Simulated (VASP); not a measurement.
**Ho4S: single point with PBE**

Crystal: Ho4S.

```xyz
5
Lattice="6.1779 0.0000 0.0000 -3.0890 5.3502 0.0000 0.0000 0.0000 4.9651" Properties=species:S:1:pos:R:3 pbc="T T T"
Ho    3.0890    0.0000    2.4826
Ho   -1.5445    2.6751    2.4826
Ho    1.5445    2.6751    2.4826
Ho    0.0000    0.0000    0.0000
S     0.0000    0.0000    2.4826
```

The cell was generated, and may not be a known phase.

```
Program             : VASP 6.6.1
Task                : single point
Functional          : PBE
Potentials or basis : VASP PAW PBE potentials, release 64 (Ho_3, S), 4f in core
Cutoff              : 500 eV
k mesh              : 4 × 4 × 3
Occupations         : gaussian, width 0.2 eV
Spin                : no spin polarisation
```

- Pressure: 0.4 GPa
- Band gap on the k mesh: zero (bands 21 and 22 overlap by 1.02 eV)

Stress tensor (GPa, compression positive):
```
0.43 0.00 0.00
0.00 0.43 0.00
0.00 0.00 0.21
```

Levels at points of the mesh, in eV from the Fermi level:
```csv
k point,band 18,band 19,band 20,band 21,band 22,band 23,band 24,band 25
"(0.00, 0.00, 0.00)",-1.38,-1.36,-1.36,-0.59,-0.59,-0.17,0.85,1.05
"(0.50, 0.00, 0.00)",-1.72,-0.09,-0.04,0.43,0.53,0.69,0.80,0.91
```

It took 55 s on 1 thread of Intel(R) Xeon(R) Platinum 8175M CPU @ 2.50GHz (Skylake/Cascade Lake), on a shared host, peak memory 0.27 GiB.

Caveat: the k points lie up to 0.42 Å⁻¹ apart, too coarse for converged energies and pressures of a metal; spin-orbit coupling is left out, which moves the levels of the heavy elements; the 4f electrons are frozen in the core, so they carry no moment and show no levels; the run has no spin polarisation, though such a crystal can be magnetic. Spin polarisation is off, so any magnetic state and its effect on volume and gap are missing.
